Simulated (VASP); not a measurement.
# ZnS in VASP: further runs, part 2 of 2

VASP 6.6.1.

## 3. Electric field gradients, PBEsol (equal xx and yy strain of +1 %)

Input file INCAR:

```
SYSTEM = ZnS
PREC = Accurate
ENCUT = 520
EDIFF = 1E-8
ISMEAR = -1
SIGMA = 0.01
LREAL = .False.
LASPH = .True.
NELM = 100
ALGO = Normal
ISIF = 2
LWAVE = .False.
LCHARG = .False.
GGA = PS
LEFG = .True.
NBANDS = 16
```

Input file KPOINTS:

```
regular mesh
0
Gamma
  9 9 9
  0 0 0
```

Input file POSCAR:

```
ZnS
1.0
    0.0000000000      2.7316965000      2.7046500000
    2.7316965000      0.0000000000      2.7046500000
    2.7316965000      2.7316965000      0.0000000000
Zn S
1 1
Direct
    0.0000000000      0.0000000000      0.0000000000
    0.7500000000      0.7500000000      0.7500000000
```

Potentials or basis: VASP PAW PBE potentials, release 64 (Zn, S).

Started as:

```console
$ cat potpaw_PBE.64/Zn/POTCAR potpaw_PBE.64/S/POTCAR > POTCAR
$ mpirun -np 1 vasp_std > vasp.out
```

OUTCAR:

```text
SYSTEM = ZnS
   PREC = Accurate
   ENCUT = 520
   EDIFF = 1E-8
   ISMEAR = -1
   LREAL = .False.
   LASPH = .True.
   NELM = 100
   ISIF = 2
   GGA = PS

 ion  position               nearest neighbor table
   1  0.000  0.000  0.000-   2 2.36   2 2.36   2 2.36   2 2.36
   2  0.750  0.750  0.750-   1 2.36   1 2.36   1 2.36   1 2.36

  LATTYP: Found a body centered tetragonal cell.
 ALAT       =     3.8632022386
 C/A-ratio  =     1.4002114479

  Lattice vectors:

 A1 = (   0.0000000000,  -2.7316965000,  -2.7046500000)
 A2 = (   0.0000000000,   2.7316965000,  -2.7046500000)
 A3 = (   2.7316965000,   0.0000000000,   2.7046500000)

Analysis of symmetry for initial positions (statically):
=====================================================================
 Subroutine PRICEL returns:
 Original cell was already a primitive cell.

 Routine SETGRP: Setting up the symmetry group for a
 body centered tetragonal supercell.

 Subroutine GETGRP returns: Found  8 space group operations
 (whereof  8 operations were pure point group operations)
 out of a pool of 16 trial point group operations.

The static configuration has the point symmetry D_2d.

Analysis of symmetry for dynamics (positions and initial velocities):
=====================================================================
 Subroutine PRICEL returns:
 Original cell was already a primitive cell.

 Routine SETGRP: Setting up the symmetry group for a
 body centered tetragonal supercell.

 Subroutine GETGRP returns: Found  8 space group operations
 (whereof  8 operations were pure point group operations)
 out of a pool of 16 trial point group operations.

[... 160 lines left out ...]
      4      -4.4743      2.00000
      5      -4.0068      2.00000
      6      -4.0040      2.00000
[... 433 lines left out ...]
      3      -4.1667      2.00000
      4      -4.1667      2.00000
      5      -3.9350      2.00000
      6      -3.8451      2.00000
[... 8 lines left out ...]
     15      15.3724      0.00000
     16      16.6819      0.00000

 [... further k-points ...]

------------------------ aborting loop because EDIFF is reached ----------------------------------------

  FORCE on cell =-STRESS in cart. coord.  units (eV):
  Direction    XX          YY          ZZ          XY          YZ          ZX
  --------------------------------------------------------------------------------------
  -------------------------------------------------------------------------------------
  Total       -0.8749454     -0.8749454     -0.7679334      0.0000000      0.0000000      0.0000000
  in kB      -34.7284638    -34.7284638    -30.4809259      0.0000000      0.0000000      0.0000000
  external PRESSURE =     -33.3126178 kB  Pullay stress =       0.0000000 kB

 VOLUME and BASIS-vectors are now :
 -----------------------------------------------------------------------------
  energy-cutoff  :      520.00
  volume of cell :       40.37
      direct lattice vectors                 reciprocal lattice vectors
     0.000000000  2.731696500  2.704650000    -0.183036439  0.183036439  0.184866803
     2.731696500  0.000000000  2.704650000     0.183036439 -0.183036439  0.184866803
     2.731696500  2.731696500  0.000000000     0.183036439  0.183036439 -0.184866803

 POSITION                                       TOTAL-FORCE (eV/Angst)
 -----------------------------------------------------------------------------------
      0.00000      0.00000      0.00000         0.000000      0.000000     -0.000000
      4.09754      4.09754      4.05697        -0.000000     -0.000000      0.000000
 -----------------------------------------------------------------------------------
    total drift:                               -0.000000     -0.000000     -0.000000

  FREE ENERGIE OF THE ION-ELECTRON SYSTEM (eV)
  ---------------------------------------------------
  free  energy   TOTEN  =        -7.5689821703 eV

  energy  without entropy=       -7.5689821703  energy(sigma->0) =       -7.56898217

 Electric field gradients (V/A^2)
---------------------------------------------------------------------
 ion       V_xx      V_yy      V_zz      V_xy      V_xz      V_yz
---------------------------------------------------------------------
   1      -0.861    -0.861     1.721     0.004     0.004     0.004
   2       0.988     0.988    -1.977    -0.000    -0.000    -0.000
---------------------------------------------------------------------

 Electric field gradients after diagonalization (V/A^2)
 (convention: |V_zz| > |V_xx| > |V_yy|)
----------------------------------------------------------------------
 ion       V_xx      V_yy      V_zz     asymmetry (V_yy - V_xx)/ V_zz
----------------------------------------------------------------------
   1      -0.864    -0.857     1.721       0.004
   2       0.988     0.988    -1.977       0.000
----------------------------------------------------------------------

           NMR quadrupolar parameters

 Cq : quadrupolar parameter    Cq=e*Q*V_zz/h
 eta: asymmetry parameters     (V_yy - V_xx)/ V_zz
 Q  : nuclear electric quadrupole moment in mb (millibarn)
----------------------------------------------------------------------
 ion       Cq(MHz)       eta       Q (mb)
----------------------------------------------------------------------
   1       0.004       0.004       1.000
   2      -0.005       0.000       1.000
----------------------------------------------------------------------
```

OSZICAR:

```text
N       E                     dE             d eps       ncg     rms          rms(c)
DAV:   1     0.870456163528E+02    0.87046E+02   -0.87883E+03  2408   0.133E+03
DAV:   2    -0.217998803627E+01   -0.89226E+02   -0.83127E+02  2776   0.257E+02
DAV:   3    -0.790986887474E+01   -0.57299E+01   -0.57083E+01  2952   0.633E+01
DAV:   4    -0.797096015235E+01   -0.61091E-01   -0.61078E-01  2960   0.686E+00
DAV:   5    -0.797168834033E+01   -0.72819E-03   -0.72818E-03  3080   0.710E-01    0.637E+00
DAV:   6    -0.759128066494E+01    0.38041E+00   -0.77989E-01  3536   0.318E+01    0.505E+00
DAV:   7    -0.757238349385E+01    0.18897E-01   -0.22241E-01  2920   0.458E+00    0.243E+00
DAV:   8    -0.756905397448E+01    0.33295E-02   -0.47297E-03  3456   0.826E-01    0.568E-01
DAV:   9    -0.756889915547E+01    0.15482E-03   -0.90727E-04  3056   0.262E-01    0.986E-02
DAV:  10    -0.756898967149E+01   -0.90516E-04   -0.15222E-04  3040   0.920E-02    0.309E-02
DAV:  11    -0.756898188331E+01    0.77882E-05   -0.24223E-05  2872   0.430E-02    0.681E-03
DAV:  12    -0.756898218080E+01   -0.29750E-06   -0.24489E-06  3224   0.195E-02    0.378E-03
DAV:  13    -0.756898216022E+01    0.20586E-07   -0.31532E-07  3056   0.469E-03    0.849E-04
DAV:  14    -0.756898217517E+01   -0.14946E-07   -0.26925E-08  3088   0.352E-03    0.102E-03
DAV:  15    -0.756898217035E+01    0.48187E-08   -0.11236E-08  2416   0.166E-03
   1 F= -.75689822E+01 E0= -.75689822E+01  d E =-.295011E-12
```

stdout:

```text
POSCAR found type information on POSCAR ZnS
 POSCAR found :  2 types and       2 ions
 scaLAPACK will be used
 -----------------------------------------------------------------------------
|                                                                             |
|                                                                             |
|     You enforced a specific xc type in the INCAR file but a different       |
|     I HOPE YOU KNOW WHAT YOU ARE DOING!                                     |
|                                                                             |
 -----------------------------------------------------------------------------

 LDA part: xc-table for (Slater+PW92), standard interpolation
 POSCAR, INCAR and KPOINTS ok, starting setup
 FFT: planning ... GRIDC
 FFT: planning ... GRID_SOFT
 FFT: planning ... GRID
 WAVECAR not read
 entering main loop
ion   1

ion   2
```

It took 94 s on 1 thread of Intel Xeon 8259CL, shared host; peak memory 0.19 GiB.

Results:

| Quantity | Value |
| --- | --- |
| Free energy | -7.5690 eV |
| Pressure | -3.3 GPa |
| Band gap on the k mesh | 1.86 eV |
| Largest electric field gradient by atom | Zn +1.7; S -2.0 V/Å² |

Levels at points of the mesh, in eV from the valence-band top:
| k point | band 7 | band 8 | band 9 | band 10 | band 11 | band 12 |
| --- | --- | --- | --- | --- | --- | --- |
| (0.00, 0.00, 0.00) | -0.03 | -0.03 | 0.00 | 1.86 | 6.30 | 6.30 |

Electric field gradients, principal values (V/Å²):
| atom | least | middle | greatest (by size) |
| --- | --- | --- | --- |
| 1 Zn | -0.857 | -0.864 | 1.721 |
| 2 S | 0.988 | 0.988 | -1.977 |

Caveat: the cell differs from its parent crystal (equal xx and yy strain of +1 %); the cell stands under tension; without QUAD_EFG the Cq values of the log hold for a quadrupole moment of 1 mb, not for the nuclei; the PAW data sets were made with another functional, which shifts forces and pressure a little.

## 4. Electric field gradients, PBEsol (equal xy, yz and zx shear strains of +1 %)

INCAR: that of step 3 with these lines changed.

```diff
@@ -8,3 +8,3 @@
 LASPH = .True.
-NELM = 100
+NELM = 80
 ALGO = Normal
```

Input file KPOINTS:

```
Automatic mesh
0
Gamma
  9 9 9
  0 0 0
```

Input file POSCAR:

```
ZnS
1.0
    0.0270465000      2.7181732500      2.7181732500
    2.7181732500      0.0270465000      2.7181732500
    2.7181732500      2.7181732500      0.0270465000
Zn S
1 1
Direct
    0.0000000000      0.0000000000      0.0000000000
    0.7500000000      0.7500000000      0.7500000000
```

Potentials or basis: VASP PAW PBE potentials, release 64 (Zn, S).

Started as:

```console
$ cat potpaw_PBE.64/Zn/POTCAR potpaw_PBE.64/S/POTCAR > POTCAR
$ mpirun -np 1 vasp_std > vasp.out
```

OUTCAR:

```text
SYSTEM = ZnS
   PREC = Accurate
   ENCUT = 520
   EDIFF = 1E-8
   ISMEAR = -1
   LREAL = .False.
   LASPH = .True.
   NELM = 80
   ISIF = 2
   GGA = PS

 ion  position               nearest neighbor table
   1  0.000  0.000  0.000-   2 2.33   2 2.33   2 2.33   2 2.37
   2  0.750  0.750  0.750-   1 2.33   1 2.33   1 2.33   1 2.37

  LATTYP: Found a trigonal (rhomboedric) cell.
 ALAT       =     3.8441726219
 COS(alpha) =     0.5099250056

  Lattice vectors:

 A1 = (   0.0270465000,   2.7181732500,   2.7181732500)
 A2 = (   2.7181732500,   0.0270465000,   2.7181732500)
 A3 = (   2.7181732500,   2.7181732500,   0.0270465000)

Analysis of symmetry for initial positions (statically):
=====================================================================
 Subroutine PRICEL returns:
 Original cell was already a primitive cell.

 Routine SETGRP: Setting up the symmetry group for a
 trigonal (rhombohedral) supercell.

 Subroutine GETGRP returns: Found  6 space group operations
 (whereof  6 operations were pure point group operations)
 out of a pool of 12 trial point group operations.

The static configuration has the point symmetry C_3v.

Analysis of symmetry for dynamics (positions and initial velocities):
=====================================================================
 Subroutine PRICEL returns:
 Original cell was already a primitive cell.

 Routine SETGRP: Setting up the symmetry group for a
 trigonal (rhombohedral) supercell.

 Subroutine GETGRP returns: Found  6 space group operations
 (whereof  6 operations were pure point group operations)
 out of a pool of 12 trial point group operations.

[... 158 lines left out ...]
      2      -4.3773      2.00000
      3      -4.3773      2.00000
      4      -4.3662      2.00000
      5      -3.8774      2.00000
      6      -3.8774      2.00000
[... 433 lines left out ...]
      3      -4.0557      2.00000
      4      -4.0355      2.00000
      5      -3.8043      2.00000
      6      -3.7233      2.00000
[... 8 lines left out ...]
     15      15.6150      0.00000
     16      16.9429      0.00000

 [... further k-points ...]

------------------------ aborting loop because EDIFF is reached ----------------------------------------

  FORCE on cell =-STRESS in cart. coord.  units (eV):
  Direction    XX          YY          ZZ          XY          YZ          ZX
  --------------------------------------------------------------------------------------
  -------------------------------------------------------------------------------------
  Total       -0.4843751     -0.4843751     -0.4843751     -0.1603798     -0.1603798     -0.1603798
  in kB      -19.6137965    -19.6137965    -19.6137965     -6.4942568     -6.4942568     -6.4942568
  external PRESSURE =     -19.6137965 kB  Pullay stress =       0.0000000 kB

 VOLUME and BASIS-vectors are now :
 -----------------------------------------------------------------------------
  energy-cutoff  :      520.00
  volume of cell :       39.57
      direct lattice vectors                 reciprocal lattice vectors
     0.027046500  2.718173250  2.718173250    -0.186715563  0.184876001  0.184876001
     2.718173250  0.027046500  2.718173250     0.184876001 -0.186715563  0.184876001
     2.718173250  2.718173250  0.027046500     0.184876001  0.184876001 -0.186715563

 POSITION                                       TOTAL-FORCE (eV/Angst)
 -----------------------------------------------------------------------------------
      0.00000      0.00000      0.00000        -0.047400     -0.047400     -0.047400
      4.09754      4.09754      4.09754         0.047400      0.047400      0.047400
 -----------------------------------------------------------------------------------
    total drift:                               -0.000030     -0.000030     -0.000030

  FREE ENERGIE OF THE ION-ELECTRON SYSTEM (eV)
  ---------------------------------------------------
  free  energy   TOTEN  =        -7.5800669975 eV

  energy  without entropy=       -7.5800669975  energy(sigma->0) =       -7.58006700

 Electric field gradients (V/A^2)
---------------------------------------------------------------------
 ion       V_xx      V_yy      V_zz      V_xy      V_xz      V_yz
---------------------------------------------------------------------
   1      -0.000    -0.000    -0.000     3.125     3.125     3.125
   2      -0.000    -0.000     0.000     1.570     1.570     1.570
---------------------------------------------------------------------

 Electric field gradients after diagonalization (V/A^2)
 (convention: |V_zz| > |V_xx| > |V_yy|)
----------------------------------------------------------------------
 ion       V_xx      V_yy      V_zz     asymmetry (V_yy - V_xx)/ V_zz
----------------------------------------------------------------------
   1      -3.125    -3.125     6.251       0.000
   2      -1.570    -1.570     3.141       0.000
----------------------------------------------------------------------

           NMR quadrupolar parameters

 Cq : quadrupolar parameter    Cq=e*Q*V_zz/h
 eta: asymmetry parameters     (V_yy - V_xx)/ V_zz
 Q  : nuclear electric quadrupole moment in mb (millibarn)
----------------------------------------------------------------------
 ion       Cq(MHz)       eta       Q (mb)
----------------------------------------------------------------------
   1       0.015       0.000       1.000
   2       0.008       0.000       1.000
----------------------------------------------------------------------
```

OSZICAR:

```text
N       E                     dE             d eps       ncg     rms          rms(c)
DAV:   1     0.890042503574E+02    0.89004E+02   -0.89405E+03  2720   0.134E+03
DAV:   2    -0.216275887172E+01   -0.91167E+02   -0.85211E+02  3120   0.258E+02
DAV:   3    -0.792347145249E+01   -0.57607E+01   -0.57371E+01  3328   0.638E+01
DAV:   4    -0.798410407476E+01   -0.60633E-01   -0.60618E-01  3392   0.681E+00
DAV:   5    -0.798482287220E+01   -0.71880E-03   -0.71879E-03  3504   0.710E-01    0.663E+00
DAV:   6    -0.760302582250E+01    0.38180E+00   -0.78361E-01  4008   0.322E+01    0.523E+00
DAV:   7    -0.758349252145E+01    0.19533E-01   -0.22973E-01  3424   0.471E+00    0.251E+00
DAV:   8    -0.758015479458E+01    0.33377E-02   -0.49478E-03  3840   0.883E-01    0.582E-01
DAV:   9    -0.757998737885E+01    0.16742E-03   -0.93722E-04  3400   0.263E-01    0.959E-02
DAV:  10    -0.758007632057E+01   -0.88942E-04   -0.16011E-04  3440   0.922E-02    0.267E-02
DAV:  11    -0.758006668788E+01    0.96327E-05   -0.28348E-05  3216   0.429E-02    0.653E-03
DAV:  12    -0.758006700438E+01   -0.31650E-06   -0.28321E-06  3552   0.181E-02    0.408E-03
DAV:  13    -0.758006700098E+01    0.33999E-08   -0.22463E-07  3344   0.370E-03    0.896E-04
DAV:  14    -0.758006699755E+01    0.34292E-08   -0.31222E-08  3784   0.405E-03
   1 F= -.75800670E+01 E0= -.75800670E+01  d E =-.106955E-11
```

stdout:

```text
POSCAR found type information on POSCAR ZnS
 POSCAR found :  2 types and       2 ions
 scaLAPACK will be used
 -----------------------------------------------------------------------------
|                                                                             |
|                                                                             |
|     You enforced a specific xc type in the INCAR file but a different       |
|     I HOPE YOU KNOW WHAT YOU ARE DOING!                                     |
|                                                                             |
 -----------------------------------------------------------------------------

 LDA part: xc-table for (Slater+PW92), standard interpolation
 POSCAR, INCAR and KPOINTS ok, starting setup
 FFT: planning ... GRIDC
 FFT: planning ... GRID_SOFT
 FFT: planning ... GRID
 WAVECAR not read
 entering main loop
ion   1

ion   2
```

It took 98 s on 1 thread of Intel Xeon 8259CL, shared host; peak memory 0.2 GiB.

What came out:

```yaml
Free_energy: -7.5801 eV
Pressure: -2.0 GPa
Largest_force: 0.082 eV/Å
Band_gap_on_the_k_mesh: 1.94 eV
Largest_electric_field_gradient_by_atom: Zn +6.3; S +3.1 V/Å²
```

Forces on the atoms (eV/Å):
```
Zn  -0.047 -0.047 -0.047
S    0.047  0.047  0.047
```

Levels at points of the mesh, in eV from the valence-band top:
```tsv
k point	band 6	band 7	band 8	band 9	band 10	band 11	band 12	band 13
(0.00, 0.00, 0.00)	-5.88	-0.06	0.00	0.00	1.94	6.16	6.36	6.36
```

Electric field gradients, principal values (V/Å²):
```tsv
atom	least	middle	greatest (by size)
1 Zn	-3.125	-3.125	6.251
2 S	-1.570	-1.570	3.141
```

Caveat: the cell differs from its parent crystal (equal xy, yz and zx shear strains of +1 %); without QUAD_EFG the Cq values of the log hold for a quadrupole moment of 1 mb, not for the nuclei; the PAW data sets were made with another functional, which shifts forces and pressure a little.
